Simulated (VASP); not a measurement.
A run of VASP 6.6.1 is set up as follows.

Contents of INCAR:

```
ALGO     = Normal         # electronic algorithm
EDIFF    = 1E-6           # SCF threshold, eV
ENCUT    = 520            # plane-wave cutoff, eV
GGA      = CA             # functional
ISIF     = 2              # what is computed and relaxed
ISMEAR   = 0              # smearing method
LASPH    = T              # aspherical terms in the spheres
LCHARG   = F              # write CHGCAR
LREAL    = F              # projectors in reciprocal space
LWAVE    = F              # write WAVECAR
NBANDS   = 11             # bands
NELM     = 60             # most SCF steps
PREC     = Accurate       # precision mode
SIGMA    = 0.15           # smearing width, eV
```

The input KPOINTS:

```
k-points
0
Gamma
  14 14 14
```

The input POSCAR:

```
Ba
1.0
   -2.7000000000      2.7000000000      2.7000000000
    2.7000000000     -2.7000000000      2.7000000000
    2.7000000000      2.7000000000     -2.7000000000
Ba
1
Direct
    0.0000000000      0.0000000000      0.0000000000
```

Potentials or basis: VASP PAW LDA potentials, release 64 (Ba_sv).

Run with:

```bash
$ cat potpaw_LDA.64/Ba_sv/POTCAR > POTCAR
$ mpirun -np 1 vasp_std > vasp.out
```

(1) Predict the band gap on the k mesh.

(2) What does it give for the pressure?

Results:

(1) zero (bands 5 and 6 overlap by 0.55 eV).

(2) -2.2 GPa.

Caveat: the cell differs from its parent crystal (strain +0.080 along x and y, +0.080 along z); spin-orbit coupling is left out, which moves the levels of the heavy elements.
